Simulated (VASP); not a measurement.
Set up this calculation in VASP 6.6.1, as the native input.

| Property | Result |
| --- | --- |
| Task | single point |
| Functional | PBE |
| Potentials or basis | VASP PAW PBE potentials, release 64 (Ge_d, H) |
| Cutoff | 520 eV |
| k mesh | 1 × 1 × 1 |
| Occupations | gaussian, width 0.05 eV |
| Spin | no spin polarisation |
| Dipole correction | no |
| Further INCAR settings | ALGO = Normal; EDIFF = 1e-06; NBANDS = 46 |

The structure of Ge4H10 lies in POSCAR:

```
Ge2H5
1.0
   12.7000000000      0.0000000000      0.0000000000
    0.0000000000     13.0000000000      0.0000000000
    0.0000000000      0.0000000000     13.3000000000
Ge H
4 10
Direct
    0.3888011390      0.6088100976      0.6063573186
    0.5021867812      0.5021371774      0.5020873876
    0.6113800584      0.3913679711      0.6063567922
    0.6113816513      0.6088107228      0.3938163110
    0.4565693434      0.6782994586      0.6742803216
    0.3181700232      0.6780412897      0.5409072906
    0.3181732070      0.5418443554      0.6740247697
    0.4317727097      0.4333486857      0.4348500864
    0.5428336946      0.3223689888      0.6740247745
    0.6822484795      0.3223684449      0.5409068288
    0.6825107596      0.4575726349      0.6742795131
    0.5428374456      0.6780421854      0.3263735933
    0.6825155312      0.6783003784      0.4585249288
    0.6822469642      0.5418470636      0.3263734600
```

These files were run (other wordings do the same):

INCAR

```
PREC     = Accurate       # precision mode
ENCUT    = 520            # plane-wave cutoff, eV
EDIFF    = 1E-6           # SCF threshold, eV
ISMEAR   = 0              # smearing method
SIGMA    = 0.05           # smearing width, eV
LREAL    = False          # projectors in reciprocal space
LASPH    = True           # aspherical terms in the spheres
NELM     = 100            # most SCF steps
ALGO     = Normal         # electronic algorithm
ISIF     = 2              # what is computed and relaxed
LWAVE    = False          # write WAVECAR
LCHARG   = True           # write CHGCAR
GGA      = PE             # functional
LELF     = True           # ELF
LVHAR    = True         
NBANDS   = 46             # bands
```

KPOINTS

```
regular mesh
0
Gamma
  1 1 1
```

Potentials or basis: VASP PAW PBE potentials, release 64 (Ge_d, H).

Launch:

```bash
$ cat potpaw_PBE.64/Ge_d/POTCAR potpaw_PBE.64/H/POTCAR > POTCAR
$ mpirun -np 1 vasp_gam > vasp.out
```

It gave:

```yaml
Largest_force: 0.053 eV/Å
Gap_between_the_frontier_levels: 5.26 eV
```

Wall time 6.4 min on 1 thread of Intel(R) Xeon(R) Platinum 8124M CPU @ 3.00GHz (Skylake/Cascade Lake), with other jobs on the host, peak memory 1.5 GiB.
